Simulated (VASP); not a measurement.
Write the native input for VASP 6.6.1 that does the following.

```
Task                   : relaxation of cell and atoms
Functional             : r2SCAN
Potentials or basis    : VASP PAW PBE potentials, release 64 (P)
Cutoff                 : 600 eV
k mesh                 : 9 × 9 × 9
Occupations            : gaussian, width 0.02 eV
Spin                   : no spin polarisation
Dipole correction      : no
Further INCAR settings : ALGO = Normal; EDIFF = 1e-07; IBRION = 2; EDIFFG = -0.02; NSW = 50; ISIF = 3
```

P:

```xyz
1
Lattice="-1.5361 1.5361 1.5361 1.5361 -1.5361 1.5361 1.5361 1.5361 -1.5361" Properties=species:S:1:pos:R:3 pbc="T T T"
P     0.0000    0.0000    0.0000
```

This isn't the form of P at room conditions, which is orthorhombic.

The input as run:

POSCAR

```
P
1.0
   -1.5360995874      1.5360995874      1.5360995874
    1.5360995874     -1.5360995874      1.5360995874
    1.5360995874      1.5360995874     -1.5360995874
P
1
Direct
    0.0000000000      0.0000000000      0.0000000000
```

INCAR.step1

```
ALGO = Normal
EDIFF = 1E-4
ENCUT = 600
GGA = PE
ISMEAR = 0
LASPH = T
LCHARG = F
LREAL = F
LWAVE = T
NELM = 80
PREC = Accurate
SIGMA = 0.02
```

INCAR.step2

```
ALGO = Normal
EDIFF = 1E-7
EDIFFG = -0.02
ENCUT = 600
IBRION = 2
ISIF = 3
ISMEAR = 0
ISTART = 1
LASPH = T
LCHARG = F
LMIXTAU = T
LREAL = F
LWAVE = F
METAGGA = R2SCAN
NELM = 80
NSW = 50
PREC = Accurate
SIGMA = 0.02
```

KPOINTS

```
k-points
0
Gamma
  9 9 9
```

Potentials or basis: VASP PAW PBE potentials, release 64 (P).

Command:

```console
$ cat potpaw_PBE.64/P/POTCAR > POTCAR
$ cp INCAR.step1 INCAR
$ mpirun -np 1 vasp_std > vasp.out
$ cp INCAR.step2 INCAR
$ mpirun -np 1 vasp_std > vasp.out
```

It gave:

- Pressure after relaxing: -0.1 GPa
- Band gap on the k mesh: zero (an odd number of electrons rules out a gap without spin polarisation)

Caveat: the relaxation stopped at its first step, so nothing moved; the PAW data sets were made with another functional, which shifts forces and pressure a little.

Run time: 6.4 s on 1 thread of Intel(R) Xeon(R) 6975P-C (Granite Rapids), with other jobs on the host, peak memory 0.13 GiB.
